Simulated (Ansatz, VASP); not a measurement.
**Te2Mo in VASP and in Ansatz**

```
CELL_PARAMETERS angstrom
3.62780 0.00000 0.00000
-1.81390 3.14176 0.00000
0.00000 0.00000 15.14140
ATOMIC_POSITIONS crystal
Te 0.33333 0.66667 0.63227
Te 0.66667 0.33333 0.13227
Te 0.66667 0.33333 0.36773
Te 0.33333 0.66667 0.86773
Mo 0.33333 0.66667 0.25000
Mo 0.66667 0.33333 0.75000
```

Alike in both runs: task single point; functional PBE; k mesh 12 × 12 × 2; occupations gaussian, width 0.02 eV; no spin polarisation.

```csv
,VASP,Ansatz
version,VASP 6.6.1,Ansatz 0.2.0
potentials or method,"VASP PAW PBE potentials, release 64 (Te, Mo_sv), cutoff 520 eV","scalar-relativistic, plane waves, PAW"
valence electrons in the cell,52,92
```

|  | VASP | Ansatz | Ansatz less VASP |
| --- | --- | --- | --- |
| gap on the k mesh at the Fermi level (eV) | 0.81 | 0.82 | +0.009 |
| least direct gap on the mesh (eV) | 0.89 | 0.89 | +0.001 |
| pressure (GPa) | -1.6 | -1.7 | -0.02 |
| traceless stress, the component that is largest in VASP (GPa) | 1.70 | 1.64 | -0.055 |
| rms of the force components (eV/Å) | 0.007 | 0.000 | -0.0065 |

Atom by atom the forces differ by 0.007 eV/Å (rms over components). With one functional, cell and mesh, what is left measures potentials, basis and numerics. VASP's potentials hold 52 valence electrons a cell and Ansatz's 92, so a difference there can come from the potentials and not from the codes.

Neither program's run includes spin-orbit coupling.
